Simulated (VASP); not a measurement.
Crystal: Bi.

```
Bi
1.0
     2.26734    1.30905    3.88173
    -2.26734    1.30905    3.88173
     0.00000   -2.61810    3.88173
Bi
2
Direct
  0.23713 0.23713 0.23713
  0.76287 0.76287 0.76287
```

Base run:

```yaml
Program: VASP 6.6.1
Functional: r2SCAN
Potentials_or_basis: VASP PAW PBE potentials, release 64 (Bi_d)
Cutoff: 520 eV
k_mesh: 12 × 12 × 12
Occupations: gaussian, width 0.1 eV
Spin: no spin polarisation
```

Its results: band gap on the k mesh zero (band 15 reaches 6.38 eV, above the bottom of band 16 at 6.29 eV); pressure 1.2 GPa; largest force 0.177 eV/Å.

The run is repeated on the same cell with these changes: functional from r2SCAN to PBEsol; further incar settings from ALGO = Normal; EDIFF = 1e-06; NBANDS = 22 to ALGO = Fast; EDIFF = 1e-06; NBANDS = 22. What comes out?

Band gap on the k mesh zero (band 15 reaches 6.31 eV, above the bottom of band 16 at 6.09 eV); pressure -0.4 GPa; largest force 0.043 eV/Å.

Caveats: the PAW data sets were made with another functional, which shifts forces and pressure a little; spin-orbit coupling is left out, which moves the levels of the heavy elements.
